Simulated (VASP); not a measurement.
Input of a VASP 6.6.1 run:

The input INCAR:

```
SYSTEM = CuO
ALGO = Normal
EDIFF = 1E-6
EDIFFG = -0.01
ENCUT = 600
GGA = PE
IBRION = 2
ISIF = 3
ISMEAR = -1
LASPH = .True.
LCHARG = .False.
LREAL = .False.
LWAVE = .False.
NELM = 80
NSW = 60
PREC = Accurate
PSTRESS = 50.0
SIGMA = 0.05
```

Contents of KPOINTS:

```
k-points
0
Gamma
  9 9 5
  0 0 0
```

Contents of POSCAR:

```
CuO
1.0
    1.9909680000     -2.1535500000      0.0000000000
    1.9909680000      2.1535500000      0.0000000000
    0.0000000000      0.0000000000      5.1559280000
Cu O
2 2
Direct
    0.5000000000      0.0000000000      0.0000000000
    0.0000000000      0.5000000000      0.5000000000
    0.5000000000      0.5000000000      0.2500000000
    0.5000000000      0.5000000000      0.7500000000
```

Potentials or basis: VASP PAW PBE potentials, release 64 (Cu, O).

The run is started by

```console
$ cat potpaw_PBE.64/Cu/POTCAR potpaw_PBE.64/O/POTCAR > POTCAR
$ mpirun -np 1 vasp_std > vasp.out
```

(1) Predict the space group after relaxing (to 0.05 Å).

(2) Estimate the band gap on the k mesh.

(3) What does it give for the relaxed cell?

## Answers

(1) Cccm (No. 66).

(2) zero (band 17 reaches 5.80 eV, above the bottom of band 18 at 4.87 eV).

(3) a = 2.904 Å, b = 2.904 Å, c = 5.148 Å, α = 90.00°, β = 90.00°, γ = 89.26°.

Caveat: the cell is relaxed towards a set pressure, so the enthalpy falls and the energy may rise; semilocal functionals often make such compounds metallic where correlation or magnetic order opens a gap, which also shifts bond lengths.
